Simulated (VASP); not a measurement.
# VN (Fm-3m) in VASP: further runs

The runs below take VN through single point, with PBE+D4, RPBE+D4.

Everything below comes from runs of VASP 6.6.1. Logs are shortened: lines on timing, memory, paths and dates and some standing lists are left out, and cuts for length are marked.

**1. The cell of the first run**

The structure is cubic, space group Fm-3m (No. 225). The conventional cell has a = 4.053 Å, b = 4.053 Å, c = 4.053 Å, α = 90.00°, β = 90.00°, γ = 90.00°. V (site symmetry m-3m) has 6 N at 2.03 Å within 2.7 Å. N (site symmetry m-3m) has 6 V at 2.03 Å within 2.7 Å.

**2. Single point, PBE+D4, collinear spin, ferromagnetic start (volume scaled by 0.98)**

Input file INCAR:

```
PREC = Accurate
ENCUT = 600
EDIFF = 1E-6
ISMEAR = 0
SIGMA = 0.05
LREAL = False
LASPH = True
NELM = 200
ALGO = Normal
ISIF = 2
LWAVE = False
LCHARG = False
ISPIN = 2
MAGMOM = 0.05 0
LORBIT = 11
LMAXMIX = 4
GGA = PE
IVDW = 13
NBANDS = 20
GGA_COMPAT = False
```

Input file KPOINTS:

```
Automatic mesh
0
Gamma
  10 10 10
```

Input file POSCAR:

```
VN
1.0
    0.0000000000      2.0262946642      2.0262946642
    2.0262946642      0.0000000000      2.0262946642
    2.0262946642      2.0262946642      0.0000000000
V N
1 1
Direct
    0.0000000000      0.0000000000      0.0000000000
    0.5000000000      0.5000000000      0.5000000000
```

Potentials or basis: VASP PAW PBE potentials, release 64 (V_sv, N).

Started as:

```
> cat potpaw_PBE.64/V_sv/POTCAR potpaw_PBE.64/N/POTCAR > POTCAR
> mpirun -np 1 vasp_std > vasp.out
```

OUTCAR:

```text
PREC = Accurate
   ENCUT = 600
   EDIFF = 1E-6
   ISMEAR = 0
   LREAL = False
   LASPH = True
   NELM = 200
   ISIF = 2
   ISPIN = 2
   LORBIT = 11
   GGA = PE
   IVDW = 13

 ion  position               nearest neighbor table
   1  0.000  0.000  0.000-   2 2.03   2 2.03   2 2.03   2 2.03   2 2.03   2 2.03
   2  0.500  0.500  0.500-   1 2.03   1 2.03   1 2.03   1 2.03   1 2.03   1 2.03

  LATTYP: Found a face centered cubic cell.
 ALAT       =     4.0525893284

  Lattice vectors:

 A1 = (   0.0000000000,   2.0262946642,   2.0262946642)
 A2 = (   2.0262946642,   0.0000000000,   2.0262946642)
 A3 = (   2.0262946642,   2.0262946642,   0.0000000000)

Analysis of symmetry for initial positions (statically):
=====================================================================
 Subroutine PRICEL returns:
 Original cell was already a primitive cell.

 Routine SETGRP: Setting up the symmetry group for a
 face centered cubic supercell.

 Subroutine GETGRP returns: Found 48 space group operations
 (whereof 48 operations were pure point group operations)
 out of a pool of 48 trial point group operations.

The static configuration has the point symmetry O_h .

Analysis of symmetry for dynamics (positions and initial velocities):
=====================================================================
 Subroutine PRICEL returns:
 Original cell was already a primitive cell.

 Routine SETGRP: Setting up the symmetry group for a
 face centered cubic supercell.

 Subroutine GETGRP returns: Found 48 space group operations
 (whereof 48 operations were pure point group operations)
 out of a pool of 48 trial point group operations.

The dynamic configuration has the point symmetry O_h .

Analysis of structural, dynamic, and magnetic symmetry:
=====================================================================
 Subroutine PRICEL returns:
 Original cell was already a primitive cell.

 Routine SETGRP: Setting up the symmetry group for a
 face centered cubic supercell.

 Subroutine GETGRP returns: Found 48 space group operations
 (whereof 48 operations were pure point group operations)
 out of a pool of 48 trial point group operations.

The overall configuration has the point symmetry O_h .

 Subroutine INISYM returns: Found 48 space group operations
 (whereof 48 operations are pure point group operations),
 and found     1 'primitive' translations

----------------------------------------------------------------------------------------

                                     Primitive cell

  volume of cell :      16.6394

  direct lattice vectors                    reciprocal lattice vectors
     0.000000000  2.026294664  2.026294664    -0.246755819  0.246755819  0.246755819
     2.026294664  0.000000000  2.026294664     0.246755819 -0.246755819  0.246755819
     2.026294664  2.026294664  0.000000000     0.246755819  0.246755819 -0.246755819

  length of vectors
     2.865613395  2.865613395  2.865613395     0.427393616  0.427393616  0.427393616

  position of ions in fractional coordinates (direct lattice)
     0.000000000  0.000000000  0.000000000
     0.500000000  0.500000000  0.500000000

  ion indices of the primitive-cell ions
   primitive index   ion index
                 1           1
                 2           2

----------------------------------------------------------------------------------------

 KPOINTS: Automatic mesh

Automatic generation of k-mesh.
 Grid dimensions read from file:
 generate k-points for:   10   10   10

 Generating k-lattice:

  Cartesian coordinates                     Fractional coordinates (reciprocal lattice)
    -0.024675582  0.024675582  0.024675582     0.100000000  0.000000000  0.000000000
     0.024675582 -0.024675582  0.024675582     0.000000000  0.100000000  0.000000000
     0.024675582  0.024675582 -0.024675582     0.000000000  0.000000000  0.100000000

  Length of vectors
     0.042739362  0.042739362  0.042739362

  Shift w.r.t. Gamma in fractional coordinates (k-lattice)
     0.000000000  0.000000000  0.000000000

 Subroutine IBZKPT returns following result:
 ===========================================

 Found     47 irreducible k-points:

 Following reciprocal coordinates:
            Coordinates               Weight
  0.000000  0.000000  0.000000      1.000000
  0.100000  0.000000  0.000000      8.000000
  0.200000  0.000000  0.000000      8.000000
  0.300000  0.000000  0.000000      8.000000
  0.400000  0.000000  0.000000      8.000000
  0.500000  0.000000  0.000000      4.000000
[... 16 lines left out ...]
  0.300000  0.300000  0.000000      6.000000
  0.400000  0.300000  0.000000     24.000000
 [... further k-points ...]
   k-points           NKPTS =     47   k-points in BZ     NKDIM =     47   number of bands    NBANDS=     20
   number of dos      NEDOS =    301   number of ions     NIONS =      2
   total plane-waves  NPLWV =  13824
   dimension x,y,z NGX =    24 NGY =   24 NGZ =   24
   dimension x,y,z NGXF=    48 NGYF=   48 NGZF=   48
   ions per type =               1   1
   NGX,Y,Z   is equivalent  to a cutoff of  13.92, 13.92, 13.92 a.u.
   NGXF,Y,Z  is equivalent  to a cutoff of  27.85, 27.85, 27.85 a.u.
 SYSTEM =  unknown system
   PREC   = accura    normal or accurate (medium, high low for compatibility)
   ISTART =      0    job   : 0-new  1-cont  2-samecut
   ICHARG =      2    charge: 1-file 2-atom 10-const
   ISPIN  =      2    spin polarized calculation?
   LNONCOLLINEAR =      F non collinear calculations
   LSORBIT =      F    spin-orbit coupling
   LASPH  =      T    aspherical Exc in radial PAW
   ENCUT  =  600.0 eV  44.10 Ry    6.64 a.u.   5.72  5.72  5.72*2*pi/ulx,y,z
   NELM   =    200;   NELMIN=  2; NELMDL= -5     # of ELM steps
   EDIFF  = 0.1E-05   stopping-criterion for ELM
   LREAL  =      F    real-space projection
   EDIFFG = 0.1E-04   stopping-criterion for IOM
   NSW    =      0    number of steps for IOM
   IBRION =     -1    ionic relax: 0-MD 1-quasi-New 2-CG
   NFREE  =      0    steps in history (QN), initial steepest desc. (CG)
   ISIF   =      2    stress and relaxation
   ISYM   =      2    0-nonsym 1-usesym 2-fastsym
   POTIM  = 0.5000    time-step for ionic-motion
   TEBEG  =    0.0;   TEEND  =   0.0 temperature during run
   PSTRESS=    0.0 pullay stress
   NELECT =      18.0000    total number of electrons
   NUPDOWN=      -1.0000    fix difference up-down
   EMIN   =  10.00;   EMAX   =-10.00  energy-range for DOS
   EFERMI =   0.00;   METHOD = LEGACY
   ISMEAR =     0;   SIGMA  =   0.05  broadening in eV -4-tet -1-fermi 0-gaus
   EFERMI_NEDOS =   21; number of points for ismear=-14 and -15
   IALGO  =     38    algorithm
   IMIX   =      4    mixing-type and parameters
     AMIX     =   0.40;   BMIX     =  1.00
     AMIX_MAG =   1.60;   BMIX_MAG =  1.00
  volume/ion in A,a.u.               =       8.32        56.14
  Fermi-wavevector in a.u.,A,eV,Ry     =   1.680556  3.175791 38.426519  2.824269
  Thomas-Fermi vector in A             =   2.764270
   LORBIT       =     11    0 simple, 1 ext, 2 COOP (PROOUT), +10 PAW based schemes
   GGA     = PE    functional components
   LHFCALC =     F    Hartree Fock is set to
   AEXX    =    0.0000 exact exchange contribution
   IVDW    =    13    specifies the selected vdW correction
   LEPSILON=     F    determine dielectric tensor
   LRPA    =     F    only Hartree local field effects (RPA)
 spin polarized calculation
 Gauss-broadening in eV      SIGMA  =   0.05
  energy-cutoff  :      600.00
  volume of cell :       16.64
 maximum number of plane-waves:       568
   NGX = 11   NGY = 11   NGZ = 11

 number of electron      18.0000001 magnetization       0.0017636

 Free energy of the ion-electron system (eV)
  ---------------------------------------------------
  ext. energy  EPLUGINS =         0.00000000
  ---------------------------------------------------
  free energy    TOTEN  =       -19.26762760 eV

  energy without entropy =      -19.26516986  energy(sigma->0) =      -19.26639873

 E-fermi :  12.7959     XC(G=0): -13.9032

 val. band max:       12.7786447732   @ k =   0.3000   0.1000   0.0000
 cond. band min:      12.8212202423   @ k =   0.3000   0.2000   0.1000
 fundamental gap:      0.0425754691
 Fermi energy:        12.7959005255

 spin component 1

 k-point     1 :       0.0000    0.0000    0.0000
  band No.  band energies     occupation
      1     -52.6867      1.00000
      2     -26.2907      1.00000
      3     -26.2907      1.00000
      4     -26.2907      1.00000
      5      -5.6222      1.00000
      6      10.4072      1.00000
[... 12 lines left out ...]
     19      41.2459      0.00000
     20      41.2459      0.00000
[... 507 lines left out ...]
 k-point    24 :       0.4000    0.3000    0.0000
  band No.  band energies     occupation
      1     -52.5886      1.00000
      2     -26.7099      1.00000
      3     -26.4560      1.00000
      4     -26.4385      1.00000
      5      -3.7541      1.00000
      6       5.3017      1.00000
[... 12 lines left out ...]
     19      40.8320      0.00000
     20      43.1256      0.00000

 [... further k-points ...]

 spin component 2

 k-point     1 :       0.0000    0.0000    0.0000
  band No.  band energies     occupation
      1     -52.6848      1.00000
      2     -26.2889      1.00000
      3     -26.2889      1.00000
      4     -26.2889      1.00000
      5      -5.6221      1.00000
      6      10.4071      1.00000
[... 12 lines left out ...]
     19      41.2465      0.00000
     20      41.2465      0.00000
[... 507 lines left out ...]
 k-point    24 :       0.4000    0.3000    0.0000
  band No.  band energies     occupation
      1     -52.5867      1.00000
      2     -26.7081      1.00000
      3     -26.4542      1.00000
      4     -26.4367      1.00000
      5      -3.7541      1.00000
      6       5.3020      1.00000
[... 12 lines left out ...]
     19      40.8327      0.00000
     20      43.1261      0.00000

 [... further k-points ...]

------------------------ aborting loop because EDIFF is reached ----------------------------------------

  DFT-D4 for vdW energy calculation

  Edisp (eV):   -0.78522

  FORCE on cell =-STRESS in cart. coord.  units (eV):
  Direction    XX          YY          ZZ          XY          YZ          ZX
  --------------------------------------------------------------------------------------
  -------------------------------------------------------------------------------------
  Total       0.81042     0.81042     0.81042     0.00000    -0.00000     0.00000
  in kB      78.03401    78.03401    78.03401     0.00000    -0.00000     0.00000
  external pressure =       78.03 kB  Pullay stress =        0.00 kB

 VOLUME and BASIS-vectors are now :
 -----------------------------------------------------------------------------
  energy-cutoff  :      600.00
  volume of cell :       16.64
      direct lattice vectors                 reciprocal lattice vectors
     0.000000000  2.026294664  2.026294664    -0.246755819  0.246755819  0.246755819
     2.026294664  0.000000000  2.026294664     0.246755819 -0.246755819  0.246755819
     2.026294664  2.026294664  0.000000000     0.246755819  0.246755819 -0.246755819

 POSITION                                       TOTAL-FORCE (eV/Angst)
 -----------------------------------------------------------------------------------
      0.00000      0.00000      0.00000         0.000000     -0.000000      0.000000
      2.02629      2.02629      2.02629        -0.000000      0.000000     -0.000000
 -----------------------------------------------------------------------------------
    total drift:                                0.000000     -0.000000     -0.000000

  FREE ENERGIE OF THE ION-ELECTRON SYSTEM (eV)
  ---------------------------------------------------
  free  energy   TOTEN  =       -20.0528432556 eV

  energy  without entropy=      -20.0503855149  energy(sigma->0) =      -20.05161439

 total charge

# of ion       s       p       d       tot
------------------------------------------
    1        2.253   6.309   3.223  11.786
    2        1.247   2.541   0.000   3.788
--------------------------------------------------
tot          3.500   8.850   3.223  15.574

 magnetization (x)

# of ion       s       p       d       tot
------------------------------------------
    1        0.000   0.000   0.002   0.002
    2       -0.000  -0.000   0.000  -0.000
--------------------------------------------------
tot         -0.000  -0.000   0.002   0.001
```

It took 24 s on 1 thread of Intel Xeon 6975P-C, shared host; peak memory 0.17 GiB.

Results:

* Free energy: -20.0528 eV
* Pressure: 7.8 GPa
* Band gap on the k mesh: zero (filled and empty bands overlap)
* Net moment: 0.00 μB per cell
* Valence electrons inside the program's atomic spheres: V 11.79; N 3.79
* Dispersion energy per atom: -0.393 eV

Levels at points of the mesh, in eV from the Fermi level:
Spin up:
```csv
k point,band 5,band 6,band 7,band 8,band 9,band 10,band 11,band 12,band 13,band 14
"(0.00, 0.00, 0.00)",-18.42,-2.39,-2.39,-2.39,-1.70,-1.70,-1.70,-0.55,-0.55,6.53
"(0.50, 0.00, 0.00)",-15.47,-9.34,-6.48,-6.48,0.60,0.60,1.55,5.29,5.29,6.40
"(0.50, 0.50, 0.00)",-16.58,-6.93,-4.16,-3.84,-3.84,0.51,1.27,1.27,2.95,11.02
```
Spin down:
```
           k point  band 7  band 8  band 9  band 10  band 11  band 12
(0.00, 0.00, 0.00)   -2.39   -2.39   -1.70    -1.70    -1.70    -0.55
(0.50, 0.00, 0.00)   -6.48   -6.48    0.61     0.61     1.55     5.29
(0.50, 0.50, 0.00)   -4.16   -3.84   -3.84     0.51     1.28     1.28
```

Caveat: pairwise dispersion overbinds metals, which lowers pressure and volume.

**3. Single point, RPBE+D4, collinear spin, ferromagnetic start (volume scaled by 1.02)**

Input file INCAR:

```
SYSTEM = VN
PREC     = Accurate       ! precision mode
ENCUT    = 600            ! plane-wave cutoff, eV
EDIFF    = 1E-6           ! SCF threshold, eV
ISMEAR   = 0              ! smearing method
SIGMA    = 0.05           ! smearing width, eV
LREAL    = .False.        ! projectors in reciprocal space
LASPH    = .True.         ! aspherical terms in the spheres
NELM     = 200            ! most SCF steps
ALGO     = Normal         ! electronic algorithm
ISIF     = 2              ! what is computed and relaxed
LWAVE    = .False.        ! write WAVECAR
LCHARG   = .False.        ! write CHGCAR
ISPIN    = 2              ! spin polarisation
MAGMOM   = 0.05 0         ! initial moments
LORBIT   = 11             ! projections on sites
LMAXMIX  = 4              ! l up to which the mixer works
GGA      = RP             ! functional
IVDW     = 13             ! dispersion correction
NBANDS   = 20             ! bands
GGA_COMPAT= .False.
```

Input file KPOINTS:

```
Automatic mesh
0
Gamma
  10 10 10
  0 0 0
```

Input file POSCAR:

```
VN
1.0
    0.0000000000      2.0416912257      2.0416912257
    2.0416912257      0.0000000000      2.0416912257
    2.0416912257      2.0416912257      0.0000000000
V N
1 1
Direct
    0.0000000000      0.0000000000      0.0000000000
    0.5000000000      0.5000000000      0.5000000000
```

Potentials or basis: VASP PAW PBE potentials, release 64 (V_sv, N).

Started as:

```
> cat potpaw_PBE.64/V_sv/POTCAR potpaw_PBE.64/N/POTCAR > POTCAR
> mpirun -np 1 vasp_std > vasp.out
```

OUTCAR:

```text
SYSTEM = VN
   PREC = Accurate
   ENCUT = 600
   EDIFF = 1E-6
   ISMEAR = 0
   LREAL = .False.
   LASPH = .True.
   NELM = 200
   ISIF = 2
   ISPIN = 2
   LORBIT = 11
   GGA = RP
   IVDW = 13

 ion  position               nearest neighbor table
   1  0.000  0.000  0.000-   2 2.04   2 2.04   2 2.04   2 2.04   2 2.04   2 2.04
   2  0.500  0.500  0.500-   1 2.04   1 2.04   1 2.04   1 2.04   1 2.04   1 2.04

  LATTYP: Found a face centered cubic cell.
 ALAT       =     4.0833824514

  Lattice vectors:

 A1 = (   0.0000000000,   2.0416912257,   2.0416912257)
 A2 = (   2.0416912257,   0.0000000000,   2.0416912257)
 A3 = (   2.0416912257,   2.0416912257,   0.0000000000)

Analysis of symmetry for initial positions (statically):
=====================================================================
 Subroutine PRICEL returns:
 Original cell was already a primitive cell.

 Routine SETGRP: Setting up the symmetry group for a
 face centered cubic supercell.

 Subroutine GETGRP returns: Found 48 space group operations
 (whereof 48 operations were pure point group operations)
 out of a pool of 48 trial point group operations.

[... 1292 lines left out ...]

 [... further k-points ...]

------------------------ aborting loop because EDIFF is reached ----------------------------------------

  DFT-D4 for vdW energy calculation

  Edisp (eV):   -1.61834

  FORCE on cell =-STRESS in cart. coord.  units (eV):
  Direction    XX          YY          ZZ          XY          YZ          ZX
  --------------------------------------------------------------------------------------
  -------------------------------------------------------------------------------------
  Total      -0.55195    -0.55195    -0.55195    -0.00000     0.00000     0.00000
  in kB     -51.95311   -51.95311   -51.95311    -0.00000     0.00000     0.00000
  external pressure =      -51.95 kB  Pullay stress =        0.00 kB

 VOLUME and BASIS-vectors are now :
 -----------------------------------------------------------------------------
  energy-cutoff  :      600.00
  volume of cell :       17.02
      direct lattice vectors                 reciprocal lattice vectors
     0.000000000  2.041691226  2.041691226    -0.244895013  0.244895013  0.244895013
     2.041691226  0.000000000  2.041691226     0.244895013 -0.244895013  0.244895013
     2.041691226  2.041691226  0.000000000     0.244895013  0.244895013 -0.244895013

 POSITION                                       TOTAL-FORCE (eV/Angst)
 -----------------------------------------------------------------------------------
      0.00000      0.00000      0.00000        -0.000000      0.000000      0.000000
      2.04169      2.04169      2.04169         0.000000      0.000000      0.000000
 -----------------------------------------------------------------------------------
    total drift:                                0.000000     -0.000000     -0.000000

  FREE ENERGIE OF THE ION-ELECTRON SYSTEM (eV)
  ---------------------------------------------------
  free  energy   TOTEN  =       -19.8721173012 eV

  energy  without entropy=      -19.8695815987  energy(sigma->0) =      -19.87084945

 total charge

# of ion       s       p       d       tot
------------------------------------------
    1        2.245   6.294   3.181  11.721
    2        1.252   2.528   0.000   3.780
--------------------------------------------------
tot          3.497   8.822   3.181  15.500

 magnetization (x)

# of ion       s       p       d       tot
------------------------------------------
    1        0.000   0.000   0.005   0.005
    2       -0.000  -0.000   0.000  -0.000
--------------------------------------------------
tot          0.000  -0.000   0.005   0.005
```

Wall time 17 s (1 thread of Intel Xeon 6975P-C, shared host); peak memory 0.17 GiB.

Results:

* Free energy: -19.8721 eV
* Pressure: -5.2 GPa
* Band gap on the k mesh: zero (filled and empty bands overlap)
* Net moment: 0.01 μB per cell
* Valence electrons inside the program's atomic spheres: V 11.72; N 3.78
* Dispersion energy per atom: -0.809 eV

Caveat: the PAW data sets were made with another functional, which shifts forces and pressure a little; pairwise dispersion overbinds metals, which lowers pressure and volume.
